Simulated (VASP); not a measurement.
# Ru (Im-3m) in VASP: a series of runs

The runs below take Ru through single point, with r2SCAN.

Everything below comes from runs of VASP 6.6.1. Logs are shortened: lines on timing, memory, paths and dates and some standing lists are left out, and cuts for length are marked.

### Step 1. The cell of the first run

It takes space group Im-3m (No. 229, cubic). Conventional cell: a = 2.892 Å, b = 2.892 Å, c = 2.892 Å, α = 90.00°, β = 90.00°, γ = 90.00°. Ru (site symmetry m-3m) has 14 Ru at 2.50 to 2.89 Å within 3.3 Å.

This isn't the form of Ru at room conditions, which is hcp.

### Step 2. Single point, r2SCAN

Input file POSCAR:

```
Ru
1.0
   -1.4460474350      1.4460474350      1.4460474350
    1.4460474350     -1.4460474350      1.4460474350
    1.4460474350      1.4460474350     -1.4460474350
Ru
1
Direct
    0.0000000000      0.0000000000      0.0000000000
```

Input file INCAR.step1:

```
ALGO = Normal
EDIFF = 1E-5
ENCUT = 550
GGA = PE
GGA_COMPAT = F
ISMEAR = 0
LASPH = T
LCHARG = F
LREAL = F
LWAVE = T
NBANDS = 13
NELM = 120
PREC = Accurate
SIGMA = 0.05
```

Input file INCAR.step2:

```
ALGO = Normal
EDIFF = 1E-6
ENCUT = 550
GGA_COMPAT = F
ISIF = 2
ISMEAR = 0
ISTART = 1
LASPH = T
LCHARG = T
LELF = T
LMIXTAU = T
LREAL = F
LVHAR = T
LWAVE = F
METAGGA = R2SCAN
NBANDS = 13
NELM = 120
PREC = Accurate
SIGMA = 0.05
```

Input file KPOINTS:

```
k-points
0
Gamma
  12 12 12
```

Potentials or basis: VASP PAW PBE potentials, release 64 (Ru_pv).

The run is started by

```console
$ cat potpaw_PBE.64/Ru_pv/POTCAR > POTCAR
$ cp INCAR.step1 INCAR
$ mpirun -np 1 vasp_std > vasp.out
$ cp INCAR.step2 INCAR
$ mpirun -np 1 vasp_std > vasp.out
```

OUTCAR:

```text
EDIFF = 1E-6
   ENCUT = 550
   ISIF = 2
   ISMEAR = 0
   ISTART = 1
   LASPH = T
   LREAL = F
   METAGGA = R2SCAN
   NELM = 120
   PREC = Accurate

 ion  position               nearest neighbor table
   1  0.000  0.000  0.000-

  LATTYP: Found a body centered cubic cell.
 ALAT       =     2.8920948700

  Lattice vectors:

 A1 = (  -1.4460474350,   1.4460474350,   1.4460474350)
 A2 = (   1.4460474350,  -1.4460474350,   1.4460474350)
 A3 = (   1.4460474350,   1.4460474350,  -1.4460474350)

Analysis of symmetry for initial positions (statically):
=====================================================================
 Subroutine PRICEL returns:
 Original cell was already a primitive cell.

 Routine SETGRP: Setting up the symmetry group for a
 body centered cubic supercell.

 Subroutine GETGRP returns: Found 48 space group operations
 (whereof 48 operations were pure point group operations)
 out of a pool of 48 trial point group operations.

The static configuration has the point symmetry O_h .

Analysis of symmetry for dynamics (positions and initial velocities):
=====================================================================
 Subroutine PRICEL returns:
 Original cell was already a primitive cell.

 Routine SETGRP: Setting up the symmetry group for a
 body centered cubic supercell.

 Subroutine GETGRP returns: Found 48 space group operations
 (whereof 48 operations were pure point group operations)
 out of a pool of 48 trial point group operations.

The dynamic configuration has the point symmetry O_h .

 Subroutine INISYM returns: Found 48 space group operations
 (whereof 48 operations are pure point group operations),
 and found     1 'primitive' translations

----------------------------------------------------------------------------------------

                                     Primitive cell

  volume of cell :      12.0950

  direct lattice vectors                    reciprocal lattice vectors
    -1.446047435  1.446047435  1.446047435     0.000000000  0.345770123  0.345770123
     1.446047435 -1.446047435  1.446047435     0.345770123  0.000000000  0.345770123
     1.446047435  1.446047435 -1.446047435     0.345770123  0.345770123  0.000000000

  length of vectors
     2.504627628  2.504627628  2.504627628     0.488992798  0.488992798  0.488992798

  position of ions in fractional coordinates (direct lattice)
     0.000000000  0.000000000  0.000000000

  ion indices of the primitive-cell ions
[... 81 lines left out ...]
   ISYM   =      2    0-nonsym 1-usesym 2-fastsym
   POTIM  = 0.5000    time-step for ionic-motion
   TEBEG  =    0.0;   TEEND  =   0.0 temperature during run
   PSTRESS=    0.0 pullay stress
   NELECT =      14.0000    total number of electrons
   NUPDOWN=      -1.0000    fix difference up-down
   EMIN   =  10.00;   EMAX   =-10.00  energy-range for DOS
   EFERMI =   0.00;   METHOD = LEGACY
   ISMEAR =     0;   SIGMA  =   0.05  broadening in eV -4-tet -1-fermi 0-gaus
   EFERMI_NEDOS =   21; number of points for ismear=-14 and -15
   IALGO  =     38    algorithm
   IMIX   =      4    mixing-type and parameters
     AMIX     =   0.40;   BMIX     =  1.00
     AMIX_MAG =   1.60;   BMIX_MAG =  1.00
  volume/ion in A,a.u.               =      12.10        81.62
  Fermi-wavevector in a.u.,A,eV,Ry     =   1.718891  3.248233 40.199581  2.954586
  Thomas-Fermi vector in A             =   2.795619
   LORBIT       =      0    0 simple, 1 ext, 2 COOP (PROOUT), +10 PAW based schemes
   METAGGA = R2SCAN    functional components
   LHFCALC =     F    Hartree Fock is set to
   AEXX    =    0.0000 exact exchange contribution
   IVDW    =     0    specifies the selected vdW correction
   LEPSILON=     F    determine dielectric tensor
   LRPA    =     F    only Hartree local field effects (RPA)
 non-spin polarized calculation
 Gauss-broadening in eV      SIGMA  =   0.05
  energy-cutoff  :      550.00
  volume of cell :       12.10
 maximum number of plane-waves:       370
   NGX =  9   NGY =  9   NGZ =  9

 number of electron      14.0000000 magnetization

 Free energy of the ion-electron system (eV)
  ---------------------------------------------------
  ext. energy  EPLUGINS =         0.00000000
  ---------------------------------------------------
  free energy    TOTEN  =       -24.45249963 eV

  energy without entropy =      -24.45002031  energy(sigma->0) =      -24.45125997

 E-fermi :  15.1410     XC(G=0): -16.2234

 val. band max:       15.1268757520   @ k =   0.3333   0.0833   0.0833
 cond. band min:      15.1412184847   @ k =   0.1667   0.0833   0.0833
 fundamental gap:      0.0143427328
 Fermi energy:        15.1409631388

 k-point     1 :       0.0000    0.0000    0.0000
  band No.  band energies     occupation
      1     -28.8182      2.00000
      2     -28.8182      2.00000
      3     -28.8182      2.00000
      4       5.9279      2.00000
      5      11.5342      2.00000
      6      11.5342      2.00000
      7      11.5342      2.00000
      8      15.0242      1.99905
      9      15.0242      1.99905
     10      23.6328      0.00000
     11      33.1580      0.00000
     12      33.1580      0.00000
     13      33.1580      0.00000
[... 354 lines left out ...]
  band No.  band energies     occupation
      1     -30.3902      2.00000
      2     -29.4350      2.00000
      3     -28.9450      2.00000
      4       8.0516      2.00000
      5       9.3028      2.00000
      6      14.3467      2.00000
      7      15.2187      0.02785
      8      15.7216      0.00000
      9      20.9792      0.00000
     10      23.6320      0.00000
     11      27.5006      0.00000
     12      30.0276      0.00000
     13      34.2991      0.00000

 [... further k-points ...]

------------------------ aborting loop because EDIFF is reached ----------------------------------------

  FORCE on cell =-STRESS in cart. coord.  units (eV):
  Direction    XX          YY          ZZ          XY          YZ          ZX
  --------------------------------------------------------------------------------------
  -------------------------------------------------------------------------------------
  Total        4.7328310      4.7328310      4.7328310     -0.0000000     -0.0000000     -0.0000000
  in kB      626.9371016    626.9371016    626.9371016     -0.0000000     -0.0000000     -0.0000000
  external PRESSURE =     626.9371016 kB  Pullay stress =       0.0000000 kB

 VOLUME and BASIS-vectors are now :
 -----------------------------------------------------------------------------
  energy-cutoff  :      550.00
  volume of cell :       12.10
      direct lattice vectors                 reciprocal lattice vectors
    -1.446047435  1.446047435  1.446047435     0.000000000  0.345770123  0.345770123
     1.446047435 -1.446047435  1.446047435     0.345770123  0.000000000  0.345770123
     1.446047435  1.446047435 -1.446047435     0.345770123  0.345770123  0.000000000

 POSITION                                       TOTAL-FORCE (eV/Angst)
 -----------------------------------------------------------------------------------
      0.00000      0.00000      0.00000         0.000000      0.000000     -0.000000
 -----------------------------------------------------------------------------------
    total drift:                                0.000000     -0.000000      0.000000

  FREE ENERGIE OF THE ION-ELECTRON SYSTEM (eV)
  ---------------------------------------------------
  free  energy   TOTEN  =       -24.4524996293 eV

  energy  without entropy=      -24.4500203144  energy(sigma->0) =      -24.45125997
```

Run time: 18 s. Hardware: 1 thread of Intel Xeon 6975P-C (Granite Rapids), shared host; peak memory 0.13 GiB.

What came out:

* Free energy: -24.4525 eV
* Pressure: 62.7 GPa
* Band gap on the k mesh: zero (bands 7 and 8 overlap by 4.75 eV)

Levels at points of the mesh, in eV from the Fermi level:
```csv
k point,band 5,band 6,band 7,band 8,band 9,band 10
"(0.00, 0.00, 0.00)",-3.61,-3.61,-3.61,-0.12,-0.12,8.49
"(0.50, 0.00, 0.00)",-5.87,-0.09,0.55,1.47,3.15,8.49
"(0.50, 0.50, 0.50)",-8.07,2.34,2.34,2.34,8.49,10.78
```

Caveat: the cell stands under pressure; an empty level that is flat over the whole mesh can mark a ghost state of the potentials, or a narrow d or f band; the PAW data sets were made with another functional, which shifts forces and pressure a little.

### Step 3. Single point, r2SCAN

This run uses another cell than the first one, of 12.57 Å³/atom.

Input file POSCAR:

```
Ru
1.0
   -1.4645782637      1.4645782637      1.4645782637
    1.4645782637     -1.4645782637      1.4645782637
    1.4645782637      1.4645782637     -1.4645782637
Ru
1
Direct
    0.0000000000      0.0000000000      0.0000000000
```

Input file INCAR.step1:

```
PREC     = Accurate       # precision mode
ENCUT    = 550            # plane-wave cutoff, eV
ISMEAR   = 0              # smearing method
SIGMA    = 0.05           # smearing width, eV
LREAL    = F              # projectors in reciprocal space
LASPH    = T              # aspherical terms in the spheres
NELM     = 120            # most SCF steps
NBANDS   = 13             # bands
GGA      = PE             # functional
ALGO     = Normal         # electronic algorithm
EDIFF    = 1E-5           # SCF threshold, eV
LWAVE    = T              # write WAVECAR
LCHARG   = F              # write CHGCAR
GGA_COMPAT= F
```

Input file INCAR.step2:

```
PREC     = Accurate       # precision mode
ENCUT    = 550            # plane-wave cutoff, eV
EDIFF    = 1E-6           # SCF threshold, eV
ISMEAR   = 0              # smearing method
SIGMA    = 0.05           # smearing width, eV
LREAL    = F              # projectors in reciprocal space
LASPH    = T              # aspherical terms in the spheres
NELM     = 120            # most SCF steps
ALGO     = Normal         # electronic algorithm
ISIF     = 2              # what is computed and relaxed
LWAVE    = F              # write WAVECAR
LCHARG   = F              # write CHGCAR
METAGGA  = R2SCAN         # meta-GGA
LMIXTAU  = T            
NBANDS   = 13             # bands
ISTART   = 1            
GGA_COMPAT= F
```

Input file KPOINTS:

```
regular mesh
0
Gamma
  12 12 12
```

Potentials or basis: VASP PAW PBE potentials, release 64 (Ru_pv).

The run is started by

```console
$ cat potpaw_PBE.64/Ru_pv/POTCAR > POTCAR
$ cp INCAR.step1 INCAR
$ mpirun -np 1 vasp_std > vasp.out
$ cp INCAR.step2 INCAR
$ mpirun -np 1 vasp_std > vasp.out
```

It took 18 s on 1 thread of Intel Xeon 6975P-C (Granite Rapids), shared host; peak memory 0.14 GiB.

The run converged. Its results:

```yaml
Free_energy: -24.6061 eV
Pressure: 42.2 GPa
Band_gap_on_the_k_mesh: zero (bands 7 and 8 overlap by 4.48 eV)
```

Levels at points of the mesh, in eV from the Fermi level:
```csv
k point,band 3,band 4,band 5,band 6,band 7,band 8,band 9,band 10,band 11,band 12
"(0.00, 0.00, 0.00)",-43.96,-8.99,-3.42,-3.42,-3.42,-0.10,-0.10,8.47,18.02,18.02
"(0.50, 0.00, 0.00)",-43.97,-7.39,-5.56,-0.09,0.51,1.38,2.96,8.47,12.22,14.38
"(0.50, 0.50, 0.50)",-44.99,-7.64,-7.64,2.20,2.20,2.20,8.47,10.50,10.50,10.51
```

Caveat: the cell stands under pressure; an empty level that is flat over the whole mesh can mark a ghost state of the potentials, or a narrow d or f band; the PAW data sets were made with another functional, which shifts forces and pressure a little.

(Part 1 of 2 ends here.)

The gap in the log of VASP goes by the Fermi energy; the results here count the filled bands.